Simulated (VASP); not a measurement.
Input of a VASP 6.6.1 run:

POSCAR

```
Si
1.0
    2.6254823710      0.0000000000      0.0000000000
   -1.3127411855      2.2737344305      0.0000000000
    0.0000000000      0.0000000000      4.5977998096
Si
2
Direct
    0.3333333333      0.6666666667      0.2500000000
    0.6666666667      0.3333333333      0.7500000000
```

Contents of INCAR.step1:

```
PREC = Accurate
ENCUT = 520
ISMEAR = -1
SIGMA = 0.1
LREAL = False
LASPH = True
NELM = 80
NBANDS = 11
GGA = PE
ALGO = Normal
EDIFF = 1E-4
LWAVE = True
LCHARG = False
```

The input INCAR.step2:

```
PREC = Accurate
ENCUT = 520
EDIFF = 1E-7
ISMEAR = -1
SIGMA = 0.1
LREAL = False
LASPH = True
NELM = 80
ALGO = Normal
ISIF = 2
LWAVE = False
LCHARG = False
METAGGA = R2SCAN
LMIXTAU = True
NBANDS = 11
ISTART = 1
```

KPOINTS

```
regular mesh
0
Gamma
  13 13 7
```

Potentials or basis: VASP PAW PBE potentials, release 64 (Si).

Launch:

```console
$ cat potpaw_PBE.64/Si/POTCAR > POTCAR
$ cp INCAR.step1 INCAR
$ mpirun -np 1 vasp_std > vasp.out
$ cp INCAR.step2 INCAR
$ mpirun -np 1 vasp_std > vasp.out
```

Q: Predict the pressure.

A: 0.1 GPa.

Q: What does it give for the band gap on the k mesh?

A: Zero (bands 4 and 5 overlap by 13.61 eV).

Caveat: the PAW data sets were made with another functional, which shifts forces and pressure a little.
